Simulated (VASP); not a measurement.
A run of VASP 6.6.1:

The input INCAR:

```
ALGO = Normal
EDIFF = 1E-8
ENCUT = 520
GGA = PS
IBRION = 8
ISIF = 2
ISMEAR = 0
LASPH = T
LCHARG = T
LREAL = F
LWAVE = F
NELM = 60
NSW = 1
PREC = Accurate
SIGMA = 0.01
```

KPOINTS

```
k-points
0
Gamma
  8 8 4
```

The input POSCAR:

```
ZnO
1.0
    3.1656096103      0.0000000000      0.0000000000
   -1.5828048052      2.7414983410      0.0000000000
    0.0000000000      0.0000000000      5.1107264461
Zn O
2 2
Direct
    0.3333333333      0.6666666667      0.5000968684
    0.6666666667      0.3333333333      0.0000968684
    0.6666666667      0.3333333333      0.3789131316
    0.3333333333      0.6666666667      0.8789131316
```

Potentials or basis: VASP PAW PBE potentials, release 64 (Zn, O).

The run is started by

```bash
$ cat potpaw_PBE.64/Zn/POTCAR potpaw_PBE.64/O/POTCAR > POTCAR
$ mpirun -np 1 vasp_std > vasp.out
```

Hardware: 1 thread of Intel Xeon 8259CL, on a shared host.

**Question.** Estimate the wall time of this run.

**Answer.** It took 8.4 min on 1 thread of Intel Xeon 8259CL, with other jobs on the host, peak memory 0.42 GiB. Counts: scf iterations 72, k points 30.
